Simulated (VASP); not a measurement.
Write the native input for VASP 6.6.1 that does the following.

```yaml
Task: single point
Functional: r2SCAN
Potentials_or_basis: VASP PAW PBE potentials, release 64 (Cd, O)
Cutoff: 660 eV
k_mesh: 8 × 8 × 8
Occupations: fermi-dirac, width 0.02 eV
Spin: no spin polarisation
Dipole_correction: no
Further_INCAR_settings: ALGO = Normal; EDIFF = 1e-06; NBANDS = 16
```

Crystal: CdO.

```
Cd O
1.0
     0.00000    2.32923    2.32923
     2.32923    0.00000    2.32923
     2.32923    2.32923    0.00000
Cd O
1 1
Direct
  0.00000 0.00000 0.00000
  0.50000 0.50000 0.50000
```

The input as run:

POSCAR

```
CdO
1.0
    0.0000000000      2.3292320655      2.3292320655
    2.3292320655      0.0000000000      2.3292320655
    2.3292320655      2.3292320655      0.0000000000
Cd O
1 1
Direct
    0.0000000000      0.0000000000      0.0000000000
    0.5000000000      0.5000000000      0.5000000000
```

INCAR.step1

```
SYSTEM = CdO
PREC     = Accurate       ! precision mode
ENCUT    = 660            ! plane-wave cutoff, eV
ISMEAR   = -1             ! smearing method
SIGMA    = 0.02           ! smearing width, eV
LREAL    = .False.        ! projectors in reciprocal space
LASPH    = .True.         ! aspherical terms in the spheres
NELM     = 120            ! most SCF steps
NBANDS   = 16             ! bands
GGA      = PE             ! functional
ALGO     = Normal         ! electronic algorithm
EDIFF    = 1E-5           ! SCF threshold, eV
LWAVE    = .True.         ! write WAVECAR
LCHARG   = .False.        ! write CHGCAR
GGA_COMPAT= .False.
```

INCAR.step2

```
SYSTEM = CdO
PREC     = Accurate       ! precision mode
ENCUT    = 660            ! plane-wave cutoff, eV
EDIFF    = 1E-6           ! SCF threshold, eV
ISMEAR   = -1             ! smearing method
SIGMA    = 0.02           ! smearing width, eV
LREAL    = .False.        ! projectors in reciprocal space
LASPH    = .True.         ! aspherical terms in the spheres
NELM     = 120            ! most SCF steps
ALGO     = Normal         ! electronic algorithm
ISIF     = 2              ! what is computed and relaxed
LWAVE    = .False.        ! write WAVECAR
LCHARG   = .False.        ! write CHGCAR
METAGGA  = R2SCAN         ! meta-GGA
LMIXTAU  = .True.       
NBANDS   = 16             ! bands
ISTART   = 1            
GGA_COMPAT= .False.
```

KPOINTS

```
regular mesh
0
Gamma
  8 8 8
  0 0 0
```

Potentials or basis: VASP PAW PBE potentials, release 64 (Cd, O).

Command:

```sh
$ cat potpaw_PBE.64/Cd/POTCAR potpaw_PBE.64/O/POTCAR > POTCAR
$ cp INCAR.step1 INCAR
$ mpirun -np 1 vasp_std > vasp.out
$ cp INCAR.step2 INCAR
$ mpirun -np 1 vasp_std > vasp.out
```

Results of the run:

| Property | Result |
| --- | --- |
| Pressure | 6.6 GPa |
| Band gap on the k mesh | 0.13 eV (least direct gap 1.59 eV) |

Caveat: the cell stands under pressure; the PAW data sets were made with another functional, which shifts forces and pressure a little.

Wall time 57 s on 1 thread of Intel(R) Xeon(R) Platinum 8375C CPU @ 2.90GHz (Ice Lake), on a shared host, peak memory 0.17 GiB.
